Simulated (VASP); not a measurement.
# PbS (P4/nmm) in VASP: single point with PBE+D3(BJ)

Aim: the single point of PbS with PBE+D3(BJ).

All numbers are computed with VASP 6.6.1; they aren't measurements. Logs are shortened: lines on timing, memory, paths and dates and some standing lists are left out, and cuts for length are marked.

### Step 1. The cell of the first run

It takes space group P4/nmm (No. 129, tetragonal). Conventional cell: a = 4.196 Å, b = 4.196 Å, c = 12.369 Å, α = 90.00°, β = 90.00°, γ = 90.00°. Within 3.9 Å of Pb (site symmetry 4mm) lie 6 S at 2.97 to 3.47 Å. Within 3.9 Å of Pb (site symmetry 4mm) lie 6 S at 2.97 Å. Within 3.9 Å of S (site symmetry 4mm) lie 6 Pb at 2.97 to 3.47 Å. Within 3.9 Å of S (site symmetry 4mm) lie 6 Pb at 2.97 Å.

### Step 2. Single point, PBE+D3(BJ) (the distance across one plane changed)

INCAR

```
ALGO     = Normal         # electronic algorithm
EDIFF    = 1E-6           # SCF threshold, eV
ENCUT    = 520            # plane-wave cutoff, eV
GGA      = PE             # functional
ISIF     = 2              # what is computed and relaxed
ISMEAR   = 0              # smearing method
IVDW     = 12             # dispersion correction
LASPH    = T              # aspherical terms in the spheres
LCHARG   = T              # write CHGCAR
LELF     = T              # ELF
LREAL    = F              # projectors in reciprocal space
LVHAR    = T            
LWAVE    = F              # write WAVECAR
NBANDS   = 50             # bands
NELM     = 80             # most SCF steps
PREC     = Accurate       # precision mode
SIGMA    = 0.03           # smearing width, eV
```

KPOINTS

```
k-points
0
Gamma
  8 8 3
```

POSCAR

```
PbS
1.0
   -2.9671314639     -2.9671314639      0.0000000000
    2.9671314639     -2.9671314639      0.0000000000
    0.0000000000      0.0000000000     12.3685258554
Pb S
4 4
Direct
    0.5000000000      0.5000000000      0.1199468513
    0.0000000000      0.0000000000      0.3598405540
    0.5000000000      0.5000000000      0.5997342566
    0.0000000000      0.0000000000      0.8396279593
    0.0000000000      0.0000000000      0.1199468513
    0.5000000000      0.5000000000      0.3598405540
    0.0000000000      0.0000000000      0.5997342566
    0.5000000000      0.5000000000      0.8396279593
```

Potentials or basis: VASP PAW PBE potentials, release 64 (Pb_d, S).

Command:

```
$ cat potpaw_PBE.64/Pb_d/POTCAR potpaw_PBE.64/S/POTCAR > POTCAR
$ mpirun -np 1 vasp_std > vasp.out
```

OUTCAR:

```text
EDIFF = 1E-6
   ENCUT = 520
   GGA = PE
   ISIF = 2
   ISMEAR = 0
   IVDW = 12
   LASPH = T
   LREAL = F
   NELM = 80
   PREC = Accurate
 IVDW          = 12

 ion  position               nearest neighbor table
   1  0.500  0.500  0.120-   5 2.97   5 2.97   5 2.97   5 2.97   6 2.97
   2  0.000  0.000  0.360-   7 2.97   6 2.97   6 2.97   6 2.97   6 2.97   5 2.97
   3  0.500  0.500  0.600-   6 2.97   7 2.97   7 2.97   7 2.97   7 2.97   8 2.97
   4  0.000  0.000  0.840-   8 2.97   8 2.97   8 2.97   8 2.97   7 2.97
   5  0.000  0.000  0.120-   1 2.97   1 2.97   1 2.97   1 2.97   2 2.97
   6  0.500  0.500  0.360-   3 2.97   2 2.97   2 2.97   2 2.97   2 2.97   1 2.97
   7  0.000  0.000  0.600-   2 2.97   3 2.97   3 2.97   3 2.97   3 2.97   4 2.97
   8  0.500  0.500  0.840-   4 2.97   4 2.97   4 2.97   4 2.97   3 2.97

  LATTYP: Found a simple tetragonal cell.
 ALAT       =     4.1961575576
 C/A-ratio  =     2.9475837562

  Lattice vectors:

 A1 = (  -2.9671314639,  -2.9671314639,   0.0000000000)
 A2 = (   2.9671314639,  -2.9671314639,   0.0000000000)
 A3 = (   0.0000000000,   0.0000000000,  12.3685258554)

Analysis of symmetry for initial positions (statically):
=====================================================================
 Subroutine PRICEL returns:
 Original cell was already a primitive cell.

 Routine SETGRP: Setting up the symmetry group for a
 simple tetragonal supercell.

 Subroutine GETGRP returns: Found 16 space group operations
 (whereof  8 operations were pure point group operations)
 out of a pool of 16 trial point group operations.

The static configuration has the point symmetry C_4v.
 The point group associated with its full space group is D_4h.

Analysis of symmetry for dynamics (positions and initial velocities):
=====================================================================
 Subroutine PRICEL returns:
 Original cell was already a primitive cell.

 Routine SETGRP: Setting up the symmetry group for a
 simple tetragonal supercell.

 Subroutine GETGRP returns: Found 16 space group operations
 (whereof  8 operations were pure point group operations)
 out of a pool of 16 trial point group operations.

The dynamic configuration has the point symmetry C_4v.
 The point group associated with its full space group is D_4h.

 Subroutine INISYM returns: Found 16 space group operations
 (whereof  8 operations are pure point group operations),
 and found     1 'primitive' translations

----------------------------------------------------------------------------------------

                                     Primitive cell

  volume of cell :     217.7818

  direct lattice vectors                    reciprocal lattice vectors
    -2.967131464 -2.967131464  0.000000000    -0.168512924 -0.168512924  0.000000000
     2.967131464 -2.967131464  0.000000000     0.168512924 -0.168512924  0.000000000
     0.000000000  0.000000000 12.368525855     0.000000000  0.000000000  0.080850379

  length of vectors
     4.196157558  4.196157558 12.368525855     0.238313263  0.238313263  0.080850379

  position of ions in fractional coordinates (direct lattice)
     0.500000000  0.500000000  0.119946851
     0.000000000  0.000000000  0.359840554
     0.500000000  0.500000000  0.599734257
     0.000000000  0.000000000  0.839627959
     0.000000000  0.000000000  0.119946851
     0.500000000  0.500000000  0.359840554
     0.000000000  0.000000000  0.599734257
     0.500000000  0.500000000  0.839627959

  ion indices of the primitive-cell ions
   primitive index   ion index
                 1           1
                 2           2
                 3           3
                 4           4
                 5           5
                 6           6
                 7           7
                 8           8

----------------------------------------------------------------------------------------

 KPOINTS: k-points

Automatic generation of k-mesh.
 Grid dimensions read from file:
 generate k-points for:    8    8    3

 Generating k-lattice:

  Cartesian coordinates                     Fractional coordinates (reciprocal lattice)
    -0.021064116 -0.021064116  0.000000000     0.125000000  0.000000000  0.000000000
     0.021064116 -0.021064116  0.000000000     0.000000000  0.125000000  0.000000000
     0.000000000  0.000000000  0.026950126     0.000000000  0.000000000  0.333333333

  Length of vectors
     0.029789158  0.029789158  0.026950126

  Shift w.r.t. Gamma in fractional coordinates (k-lattice)
     0.000000000  0.000000000  0.000000000

 Subroutine IBZKPT returns following result:
 ===========================================

 Found     30 irreducible k-points:

 Following reciprocal coordinates:
            Coordinates               Weight
  0.000000  0.000000  0.000000      1.000000
  0.125000  0.000000  0.000000      4.000000
  0.250000  0.000000  0.000000      4.000000
  0.375000  0.000000  0.000000      4.000000
  0.500000  0.000000  0.000000      2.000000
  0.125000  0.125000  0.000000      4.000000
[... 16 lines left out ...]
  0.375000  0.125000  0.333333     16.000000
  0.500000  0.125000  0.333333      8.000000
 [... further k-points ...]
   k-points           NKPTS =     30   k-points in BZ     NKDIM =     30   number of bands    NBANDS=     50
   number of dos      NEDOS =    301   number of ions     NIONS =      8
   total plane-waves  NPLWV =  98304
   dimension x,y,z NGX =    32 NGY =   32 NGZ =   96
   dimension x,y,z NGXF=    64 NGYF=   64 NGZF=  192
   ions per type =               4   4
   NGX,Y,Z   is equivalent  to a cutoff of  12.68, 12.68, 12.90 a.u.
   NGXF,Y,Z  is equivalent  to a cutoff of  25.36, 25.36, 25.81 a.u.
 SYSTEM =  unknown system
   PREC   = accura    normal or accurate (medium, high low for compatibility)
   ISTART =      0    job   : 0-new  1-cont  2-samecut
   ICHARG =      2    charge: 1-file 2-atom 10-const
   ISPIN  =      1    spin polarized calculation?
   LNONCOLLINEAR =      F non collinear calculations
   LSORBIT =      F    spin-orbit coupling
   LASPH  =      T    aspherical Exc in radial PAW
   ENCUT  =  520.0 eV  38.22 Ry    6.18 a.u.   7.80  7.80 23.00*2*pi/ulx,y,z
   NELM   =     80;   NELMIN=  2; NELMDL= -5     # of ELM steps
   EDIFF  = 0.1E-05   stopping-criterion for ELM
   LREAL  =      F    real-space projection
   EDIFFG = 0.1E-04   stopping-criterion for IOM
   NSW    =      0    number of steps for IOM
   IBRION =     -1    ionic relax: 0-MD 1-quasi-New 2-CG
   NFREE  =      0    steps in history (QN), initial steepest desc. (CG)
   ISIF   =      2    stress and relaxation
   ISYM   =      2    0-nonsym 1-usesym 2-fastsym
   POTIM  = 0.5000    time-step for ionic-motion
   TEBEG  =    0.0;   TEEND  =   0.0 temperature during run
   PSTRESS=    0.0 pullay stress
   NELECT =      80.0000    total number of electrons
   NUPDOWN=      -1.0000    fix difference up-down
   EMIN   =  10.00;   EMAX   =-10.00  energy-range for DOS
   EFERMI =   0.00;   METHOD = LEGACY
   ISMEAR =     0;   SIGMA  =   0.03  broadening in eV -4-tet -1-fermi 0-gaus
   EFERMI_NEDOS =   21; number of points for ismear=-14 and -15
   IALGO  =     38    algorithm
   IMIX   =      4    mixing-type and parameters
     AMIX     =   0.40;   BMIX     =  1.00
     AMIX_MAG =   1.60;   BMIX_MAG =  1.00
  volume/ion in A,a.u.               =      27.22       183.71
  Fermi-wavevector in a.u.,A,eV,Ry     =   1.172459  2.215626 18.703385  1.374660
  Thomas-Fermi vector in A             =   2.308887
   LORBIT       =      0    0 simple, 1 ext, 2 COOP (PROOUT), +10 PAW based schemes
   GGA     = PE    functional components
   LHFCALC =     F    Hartree Fock is set to
   AEXX    =    0.0000 exact exchange contribution
   IVDW    =    12    specifies the selected vdW correction
   LEPSILON=     F    determine dielectric tensor
   LRPA    =     F    only Hartree local field effects (RPA)
 non-spin polarized calculation
 Gauss-broadening in eV      SIGMA  =   0.03
  energy-cutoff  :      520.00
  volume of cell :      217.78
 maximum number of plane-waves:      5886
 NGX is ok and might be reduce to    32
   NGX = 15   NGY = 15   NGZ = 45

 number of electron      79.9999992 magnetization

 Free energy of the ion-electron system (eV)
  ---------------------------------------------------
  ext. energy  EPLUGINS =         0.00000000
  ---------------------------------------------------
  free energy    TOTEN  =       -34.91739997 eV

  energy without entropy =      -34.91739997  energy(sigma->0) =      -34.91739997

 E-fermi :   5.3906     XC(G=0):  -9.4624

 val. band max:        5.2245015202   @ k =   0.5000   0.0000   0.0000
 cond. band min:       5.8183292150   @ k =   0.5000   0.0000   0.0000
 fundamental gap:      0.5938276948
 Fermi energy:         5.3905573838

 k-point     1 :       0.0000    0.0000    0.0000
  band No.  band energies     occupation
      1     -11.6004      2.00000
      2     -11.5526      2.00000
      3     -11.5122      2.00000
      4     -11.4921      2.00000
      5     -11.4847      2.00000
      6     -11.4847      2.00000
[... 42 lines left out ...]
     49      10.3923      0.00000
     50      10.4065      0.00000

 k-point     2 :       0.1250    0.0000    0.0000
  band No.  band energies     occupation
      1     -11.5904      2.00000
      2     -11.5463      2.00000
      3     -11.5080      2.00000
      4     -11.4873      2.00000
      5     -11.4844      2.00000
      6     -11.4833      2.00000
[... 42 lines left out ...]
     49       9.7907      0.00000
     50      10.0895      0.00000

 k-point     3 :       0.2500    0.0000    0.0000
  band No.  band energies     occupation
      1     -11.5655      2.00000
      2     -11.5326      2.00000
      3     -11.5005      2.00000
      4     -11.4876      2.00000
      5     -11.4817      2.00000
      6     -11.4810      2.00000
[... 1102 lines left out ...]
     49       8.9186      0.00000
     50       8.9705      0.00000

 k-point    24 :       0.5000    0.1250    0.3333
  band No.  band energies     occupation
      1     -11.5250      2.00000
      2     -11.5250      2.00000
      3     -11.5003      2.00000
      4     -11.5003      2.00000
      5     -11.4891      2.00000
      6     -11.4891      2.00000
[... 42 lines left out ...]
     49       8.5683      0.00000
     50       8.5684      0.00000

 [... further k-points ...]

------------------------ aborting loop because EDIFF is reached ----------------------------------------

 Edisp (eV)   -2.66401

 E8    (eV) :    -1.2011

  FORCE on cell =-STRESS in cart. coord.  units (eV):
  Direction    XX          YY          ZZ          XY          YZ          ZX
  --------------------------------------------------------------------------------------
  -------------------------------------------------------------------------------------
  Total      -0.66318    -0.66318    -4.07886     0.00000     0.00000     0.00000
  in kB      -4.87891    -4.87891   -30.00733     0.00000     0.00000     0.00000
  external pressure =      -13.26 kB  Pullay stress =        0.00 kB

 VOLUME and BASIS-vectors are now :
 -----------------------------------------------------------------------------
  energy-cutoff  :      520.00
  volume of cell :      217.78
      direct lattice vectors                 reciprocal lattice vectors
    -2.967131464 -2.967131464  0.000000000    -0.168512924 -0.168512924  0.000000000
     2.967131464 -2.967131464  0.000000000     0.168512924 -0.168512924  0.000000000
     0.000000000  0.000000000 12.368525855     0.000000000  0.000000000  0.080850379

 POSITION                                       TOTAL-FORCE (eV/Angst)
 -----------------------------------------------------------------------------------
      0.00000     -2.96713      1.48357        -0.000000     -0.000000     -0.144484
      0.00000      0.00000      4.45070         0.000000      0.000000     -0.228076
      0.00000     -2.96713      7.41783        -0.000000     -0.000000      0.228076
      0.00000      0.00000     10.38496         0.000000      0.000000      0.144484
      0.00000      0.00000      1.48357         0.000000      0.000000     -0.077238
      0.00000     -2.96713      4.45070         0.000000      0.000000     -0.254353
      0.00000      0.00000      7.41783        -0.000000     -0.000000      0.254353
      0.00000     -2.96713     10.38496        -0.000000     -0.000000      0.077238
 -----------------------------------------------------------------------------------
    total drift:                               -0.000000      0.000000      0.000079

  FREE ENERGIE OF THE ION-ELECTRON SYSTEM (eV)
  ---------------------------------------------------
  free  energy   TOTEN  =       -37.5814064895 eV

  energy  without entropy=      -37.5814064895  energy(sigma->0) =      -37.58140649
```

Wall time 2.1 min (1 thread of Intel Xeon 6975P-C (Granite Rapids), shared host); peak memory 0.45 GiB.

Results:

```
Free energy                : -37.5814 eV
Pressure                   : -1.3 GPa
Largest force              : 0.254 eV/Å
Band gap on the k mesh     : 0.59 eV
Dispersion energy per atom : -0.333 eV
```

Forces on the atoms (eV/Å):
```
Pb   0.000  0.000 -0.144
Pb   0.000  0.000 -0.228
Pb   0.000  0.000  0.228
Pb   0.000  0.000  0.144
S    0.000  0.000 -0.077
S    0.000  0.000 -0.254
S    0.000  0.000  0.254
S    0.000  0.000  0.077
```

Caveat: the cell differs from its parent crystal (the distance across one plane changed); spin-orbit coupling is left out, which moves the levels of the heavy elements; an odd mesh through Γ misses points on the zone boundary, where band edges can lie.
